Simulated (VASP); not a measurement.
Lu: single point with LDA

The system is Lu.

```
CELL_PARAMETERS angstrom
3.38239 0.00000 0.00000
-1.69120 2.92924 0.00000
0.00000 0.00000 5.25241
ATOMIC_POSITIONS crystal
Lu 0.33333 0.66667 0.25000
Lu 0.66667 0.33333 0.75000
```

```json
{"Program": "VASP 6.6.1", "Task": "single point", "Functional": "LDA", "Potentials or basis": "VASP PAW PBE potentials, release 64 (Lu)", "Cutoff": "520 eV", "k mesh": "18 × 18 × 10", "Occupations": "fermi-dirac, width 0.1 eV", "Spin": "no spin polarisation"}
```

```yaml
Pressure: 0.3 GPa
Band_gap_on_the_k_mesh: zero (bands 25 and 26 overlap by 1.89 eV)
```

Stress tensor (GPa, compression positive):
```
0.21 0.00 0.00
0.00 0.21 0.00
0.00 0.00 0.40
```

Levels at points of the mesh, in eV from the Fermi level:
```tsv
k point	band 23	band 24	band 25	band 26	band 27	band 28
(0.00, 0.00, 0.00)	-4.71	-2.59	1.26	2.17	2.17	2.71
(0.50, 0.00, 0.00)	-2.40	-1.60	-1.04	-0.15	1.77	1.84
(0.00, 0.00, 0.50)	-4.38	-4.38	1.26	1.26	2.05	2.05
(0.50, 0.00, 0.50)	-2.30	-2.30	0.12	0.12	1.72	1.72
```

Run time: 8.2 min on 1 thread of Intel Xeon 8259CL, with other jobs on the host, peak memory 0.39 GiB.

Caveat: the PAW data sets were made with another functional, which shifts forces and pressure a little; spin-orbit coupling is left out, which moves the levels of the heavy elements.
